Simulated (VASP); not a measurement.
# AgI (P6_3mc) in VASP: single point with HSE06

Aim: the single point of AgI with HSE06.

All numbers are computed with VASP 6.6.1; they aren't measurements. Logs are shortened: lines on timing, memory, paths and dates and some standing lists are left out, and cuts for length are marked.

## Step 1: The cell of the first run

Symmetry: P6_3mc, No. 186, hexagonal system. The conventional cell has a = 4.651 Å, b = 4.651 Å, c = 7.599 Å, α = 90.00°, β = 90.00°, γ = 120.00°. Ag (site symmetry 3m) has 4 I at 2.85 Å within 3.8 Å. I (site symmetry 3m) has 4 Ag at 2.85 Å within 3.8 Å.

## Step 2: Single point, HSE06

File POSCAR:

```
AgI
1.0
    4.6508717364      0.0000000000      0.0000000000
   -2.3254358682      4.0277730735      0.0000000000
    0.0000000000      0.0000000000      7.5992966317
Ag I
2 2
Direct
    0.3333333333      0.6666666667      0.0000048555
    0.6666666667      0.3333333333      0.5000048555
    0.3333333333      0.6666666667      0.3749951445
    0.6666666667      0.3333333333      0.8749951445
```

File INCAR.step1:

```
SYSTEM = AgI
PREC     = Accurate       ! precision mode
ENCUT    = 400            ! plane-wave cutoff, eV
EDIFF    = 1E-5           ! SCF threshold, eV
ISMEAR   = 0              ! smearing method
SIGMA    = 0.01           ! smearing width, eV
LREAL    = .False.        ! projectors in reciprocal space
LASPH    = .True.         ! aspherical terms in the spheres
NELM     = 120            ! most SCF steps
ALGO     = Normal         ! electronic algorithm
ISIF     = 2              ! what is computed and relaxed
LWAVE    = .True.         ! write WAVECAR
LCHARG   = .False.        ! write CHGCAR
GGA      = PE             ! functional
NBANDS   = 26             ! bands
GGA_COMPAT= .False.      
KPAR     = 4
```

File INCAR.step2:

```
SYSTEM = AgI
PREC     = Accurate       ! precision mode
ENCUT    = 400            ! plane-wave cutoff, eV
EDIFF    = 1E-6           ! SCF threshold, eV
ISMEAR   = 0              ! smearing method
SIGMA    = 0.01           ! smearing width, eV
LREAL    = .False.        ! projectors in reciprocal space
LASPH    = .True.         ! aspherical terms in the spheres
NELM     = 120            ! most SCF steps
ALGO     = Normal         ! electronic algorithm
ISIF     = 2              ! what is computed and relaxed
LWAVE    = .False.        ! write WAVECAR
LCHARG   = .False.        ! write CHGCAR
GGA      = PE             ! functional
LHFCALC  = .True.         ! exact exchange
HFSCREEN = 0.2079         ! screening, 1/A
PRECFOCK = Normal       
ISTART   = 1            
NBANDS   = 26             ! bands
GGA_COMPAT= .False.      
KPAR     = 4
```

File KPOINTS:

```
regular mesh
0
Gamma
  6 6 2
  0 0 0
```

Potentials or basis: VASP PAW PBE potentials, release 64 (Ag, I).

Run with:

```bash
cat potpaw_PBE.64/Ag/POTCAR potpaw_PBE.64/I/POTCAR > POTCAR
cp INCAR.step1 INCAR
mpirun -np 4 vasp_std > vasp.out
cp INCAR.step2 INCAR
mpirun -np 4 vasp_std > vasp.out
```

OUTCAR:

```text
SYSTEM = AgI
   PREC = Accurate
   ENCUT = 400
   EDIFF = 1E-6
   ISMEAR = 0
   LREAL = .False.
   LASPH = .True.
   NELM = 120
   ISIF = 2
   GGA = PE
   LHFCALC = .True.
   HFSCREEN = 0.2079
   PRECFOCK = Normal
   ISTART = 1

 ion  position               nearest neighbor table
   1  0.333  0.667  0.000-   4 2.85   4 2.85   4 2.85   3 2.85
   2  0.667  0.333  0.500-   3 2.85   3 2.85   3 2.85   4 2.85
   3  0.333  0.667  0.375-   2 2.85   2 2.85   2 2.85   1 2.85
   4  0.667  0.333  0.875-   1 2.85   1 2.85   1 2.85   2 2.85

  LATTYP: Found a hexagonal cell.
 ALAT       =     4.6508717364
 C/A-ratio  =     1.6339510230

  Lattice vectors:

 A1 = (   4.6508717364,   0.0000000000,   0.0000000000)
 A2 = (  -2.3254358682,   4.0277730735,   0.0000000000)
 A3 = (   0.0000000000,   0.0000000000,   7.5992966317)

Analysis of symmetry for initial positions (statically):
=====================================================================
 Subroutine PRICEL returns:
 Original cell was already a primitive cell.

 Routine SETGRP: Setting up the symmetry group for a
 hexagonal supercell.

 Subroutine GETGRP returns: Found 12 space group operations
 (whereof  6 operations were pure point group operations)
 out of a pool of 24 trial point group operations.

The static configuration has the point symmetry C_3v.
 The point group associated with its full space group is C_6v.

Analysis of symmetry for dynamics (positions and initial velocities):
=====================================================================
 Subroutine PRICEL returns:
 Original cell was already a primitive cell.

 Routine SETGRP: Setting up the symmetry group for a
 hexagonal supercell.

 Subroutine GETGRP returns: Found 12 space group operations
 (whereof  6 operations were pure point group operations)
 out of a pool of 24 trial point group operations.

The dynamic configuration has the point symmetry C_3v.
 The point group associated with its full space group is C_6v.

 Subroutine INISYM returns: Found 12 space group operations
 (whereof  6 operations are pure point group operations),
 and found     1 'primitive' translations

----------------------------------------------------------------------------------------

                                     Primitive cell

  volume of cell :     142.3550

  direct lattice vectors                    reciprocal lattice vectors
     4.650871736  0.000000000  0.000000000     0.215013455  0.124138076  0.000000000
    -2.325435868  4.027773073  0.000000000     0.000000000  0.248276152  0.000000000
     0.000000000  0.000000000  7.599296632     0.000000000  0.000000000  0.131591126

  length of vectors
     4.650871736  4.650871736  7.599296632     0.248276152  0.248276152  0.131591126

  position of ions in fractional coordinates (direct lattice)
     0.333333333  0.666666667  0.000004856
     0.666666667  0.333333333  0.500004856
     0.333333333  0.666666667  0.374995144
     0.666666667  0.333333333  0.874995144

  ion indices of the primitive-cell ions
   primitive index   ion index
                 1           1
                 2           2
                 3           3
                 4           4

----------------------------------------------------------------------------------------

 KPOINTS: regular mesh

Automatic generation of k-mesh.
 Grid dimensions read from file:
 generate k-points for:    6    6    2

 Generating k-lattice:

  Cartesian coordinates                     Fractional coordinates (reciprocal lattice)
     0.035835576  0.020689679  0.000000000     0.166666667  0.000000000  0.000000000
     0.000000000  0.041379359  0.000000000     0.000000000  0.166666667  0.000000000
     0.000000000  0.000000000  0.065795563     0.000000000  0.000000000  0.500000000

  Length of vectors
     0.041379359  0.041379359  0.065795563

  Shift w.r.t. Gamma in fractional coordinates (k-lattice)
     0.000000000  0.000000000  0.000000000

 Subroutine IBZKPT returns following result:
 ===========================================

 Found     14 irreducible k-points:

 Following reciprocal coordinates:
            Coordinates               Weight
  0.000000  0.000000  0.000000      1.000000
  0.166667  0.000000  0.000000      6.000000
  0.333333  0.000000  0.000000      6.000000
  0.500000  0.000000  0.000000      3.000000
  0.166667  0.166667  0.000000      6.000000
  0.333333  0.166667  0.000000     12.000000
  0.333333  0.333333  0.000000      2.000000
  0.000000  0.000000  0.500000      1.000000
  0.166667  0.000000  0.500000      6.000000
  0.333333  0.000000  0.500000      6.000000
  0.500000  0.000000  0.500000      3.000000
  0.166667  0.166667  0.500000      6.000000
  0.333333  0.166667  0.500000     12.000000
  0.333333  0.333333  0.500000      2.000000
   k-points           NKPTS =     14   k-points in BZ     NKDIM =     72   number of bands    NBANDS=     26
   number of dos      NEDOS =    301   number of ions     NIONS =      4
   total plane-waves  NPLWV =  45000
   dimension x,y,z NGX =    30 NGY =   30 NGZ =   50
   dimension x,y,z NGXF=    60 NGYF=   60 NGZF=  100
   ions per type =               2   2
   NGX,Y,Z   is equivalent  to a cutoff of  10.72, 10.72, 10.94 a.u.
   NGXF,Y,Z  is equivalent  to a cutoff of  21.45, 21.45, 21.88 a.u.
 SYSTEM =  AgI
   PREC   = accura    normal or accurate (medium, high low for compatibility)
   ISTART =      1    job   : 0-new  1-cont  2-samecut
   ICHARG =      0    charge: 1-file 2-atom 10-const
   ISPIN  =      1    spin polarized calculation?
   LNONCOLLINEAR =      F non collinear calculations
   LSORBIT =      F    spin-orbit coupling
   LASPH  =      T    aspherical Exc in radial PAW
   ENCUT  =  400.0 eV  29.40 Ry    5.42 a.u.   7.58  7.58 12.39*2*pi/ulx,y,z
   NELM   =    120;   NELMIN=  2; NELMDL=  0     # of ELM steps
   EDIFF  = 0.1E-05   stopping-criterion for ELM
   LREAL  =      F    real-space projection
   EDIFFG = 0.1E-04   stopping-criterion for IOM
   NSW    =      0    number of steps for IOM
   IBRION =     -1    ionic relax: 0-MD 1-quasi-New 2-CG
   NFREE  =      0    steps in history (QN), initial steepest desc. (CG)
   ISIF   =      2    stress and relaxation
   ISYM   =      3    0-nonsym 1-usesym 2-fastsym
   POTIM  = 0.5000    time-step for ionic-motion
   TEBEG  =    0.0;   TEEND  =   0.0 temperature during run
   PSTRESS=    0.0 pullay stress
   NELECT =      36.0000    total number of electrons
   NUPDOWN=      -1.0000    fix difference up-down
   EMIN   =  10.00;   EMAX   =-10.00  energy-range for DOS
   EFERMI =   0.00;   METHOD = LEGACY
   ISMEAR =     0;   SIGMA  =   0.01  broadening in eV -4-tet -1-fermi 0-gaus
   EFERMI_NEDOS =   21; number of points for ismear=-14 and -15
   IALGO  =     38    algorithm
   IMIX   =      1    mixing-type and parameters
     AMIX     =   0.40;   BMIX     =  1.00
     AMIX_MAG =   1.60;   BMIX_MAG =  1.00
  volume/ion in A,a.u.               =      35.59       240.16
  Fermi-wavevector in a.u.,A,eV,Ry     =   1.035265  1.956367 14.582357  1.071773
  Thomas-Fermi vector in A             =   2.169600
   LORBIT       =      0    0 simple, 1 ext, 2 COOP (PROOUT), +10 PAW based schemes
   GGA     = PE    functional components
   LHFCALC =     T    Hartree Fock is set to
   PRECFOCK=normal    Normal, Fast or Accurate (Low or Medium for compatibility)
   ENCUT4O =  -1.0   cutoff for four orbital integrals eV
   NKREDX  =     1    reduce k-point grid by
   NKREDY  =     1    reduce k-point grid by
   NKREDZ  =     1    reduce k-point grid by
   AEXX    =    0.2500 exact exchange contribution
   HFSCREEN=    0.2079 screening length (either q_TF or 0.3 A-1)
   HFSCREENC=   0.2079 screening length for correlation (either q_TF or 0.3 A-1)
   ENCUTFOCK=  -1.0 apply spherical cutoff to Coloumb kernel
   IVDW    =     0    specifies the selected vdW correction
   LEPSILON=     F    determine dielectric tensor
   LRPA    =     F    only Hartree local field effects (RPA)
 non-spin polarized calculation
 Gauss-broadening in eV      SIGMA  =   0.01
  energy-cutoff  :      400.00
  volume of cell :      142.36
 maximum number of plane-waves:      2610
  NGX = 24; NGY = 24; NGZ = 40

 number of electron      35.9999976 magnetization

 Free energy of the ion-electron system (eV)
  ---------------------------------------------------
  ext. energy  EPLUGINS =         0.00000000
  ---------------------------------------------------
  free energy    TOTEN  =       -11.46835960 eV

  energy without entropy =      -11.46835960  energy(sigma->0) =      -11.46835960

 E-fermi :   2.0359     XC(G=0):  -6.8765

 val. band max:        1.9604782202   @ k =   0.0000   0.0000   0.0000
 cond. band min:       4.4668857526   @ k =   0.0000   0.0000   0.0000
 fundamental gap:      2.5064075324
 Fermi energy:         2.0359303070

 k-point     1 :       0.0000    0.0000    0.0000
  band No.  band energies     occupation
      1     -11.5206      2.00000
      2     -11.2252      2.00000
      3      -2.6042      2.00000
      4      -2.6018      2.00000
      5      -2.6018      2.00000
      6      -2.4543      2.00000
[... 18 lines left out ...]
     25       9.8634      0.00000
     26      10.4189      0.00000

 k-point     2 :       0.1667    0.0000    0.0000
  band No.  band energies     occupation
      1     -11.4571      2.00000
      2     -11.1945      2.00000
      3      -2.6057      2.00000
      4      -2.5577      2.00000
      5      -2.5559      2.00000
      6      -2.4268      2.00000
[... 18 lines left out ...]
     25       9.9905      0.00000
     26      10.4029      0.00000

 k-point     3 :       0.3333    0.0000    0.0000
  band No.  band energies     occupation
      1     -11.3159      2.00000
      2     -11.1421      2.00000
      3      -2.5913      2.00000
      4      -2.4704      2.00000
      5      -2.4600      2.00000
      6      -2.2745      2.00000
[... 282 lines left out ...]
 k-point    13 :       0.3333    0.1667    0.5000
  band No.  band energies     occupation
      1     -11.1778      2.00000
      2     -11.1778      2.00000
      3      -2.5026      2.00000
      4      -2.5026      2.00000
      5      -2.3135      2.00000
      6      -2.3135      2.00000
[... 18 lines left out ...]
     25      10.6683      0.00000
     26      10.6683      0.00000

 k-point    14 :       0.3333    0.3333    0.5000
  band No.  band energies     occupation
      1     -11.1524      2.00000
      2     -11.1524      2.00000
      3      -2.4015      2.00000
      4      -2.4015      2.00000
      5      -2.3622      2.00000
      6      -2.3622      2.00000
[... 18 lines left out ...]
     25      11.2868      0.00000
     26      11.2868      0.00000

------------------------ aborting loop because EDIFF is reached ----------------------------------------

  FORCE on cell =-STRESS in cart. coord.  units (eV):
  Direction    XX          YY          ZZ          XY          YZ          ZX
  --------------------------------------------------------------------------------------
  -------------------------------------------------------------------------------------
  Total        0.2584228      0.2584228      0.2562923      0.0000000      0.0000000      0.0000000
  in kB        2.9084975      2.9084975      2.8845194      0.0000000      0.0000000      0.0000000
  external PRESSURE =       2.9005048 kB  Pullay stress =       0.0000000 kB

 VOLUME and BASIS-vectors are now :
 -----------------------------------------------------------------------------
  energy-cutoff  :      400.00
  volume of cell :      142.36
      direct lattice vectors                 reciprocal lattice vectors
     4.650871736  0.000000000  0.000000000     0.215013455  0.124138076  0.000000000
    -2.325435868  4.027773073  0.000000000     0.000000000  0.248276152  0.000000000
     0.000000000  0.000000000  7.599296632     0.000000000  0.000000000  0.131591126

 POSITION                                       TOTAL-FORCE (eV/Angst)
 -----------------------------------------------------------------------------------
     -0.00000      2.68518      0.00004        -0.000000      0.000000     -0.001027
      2.32544      1.34259      3.79969         0.000000      0.000000     -0.001027
     -0.00000      2.68518      2.84970         0.000000      0.000000      0.001027
      2.32544      1.34259      6.64935        -0.000000      0.000000      0.001027
 -----------------------------------------------------------------------------------
    total drift:                               -0.000000     -0.000001      0.000545

  FREE ENERGIE OF THE ION-ELECTRON SYSTEM (eV)
  ---------------------------------------------------
  free  energy   TOTEN  =       -11.4683595995 eV

  energy  without entropy=      -11.4683595995  energy(sigma->0) =      -11.46835960
```

It took 23 min on 4 MPI ranks of Intel Xeon Platinum 8488C (Sapphire Rapids), shared host; peak memory 0.34 GiB.

What came out:

```yaml
Free_energy: -11.4684 eV
Pressure: 0.3 GPa
Band_gap_on_the_k_mesh: 2.51 eV
```

Caveat: the PAW data sets were made with another functional, which shifts forces and pressure a little; spin-orbit coupling is left out, which moves the levels of the heavy elements.
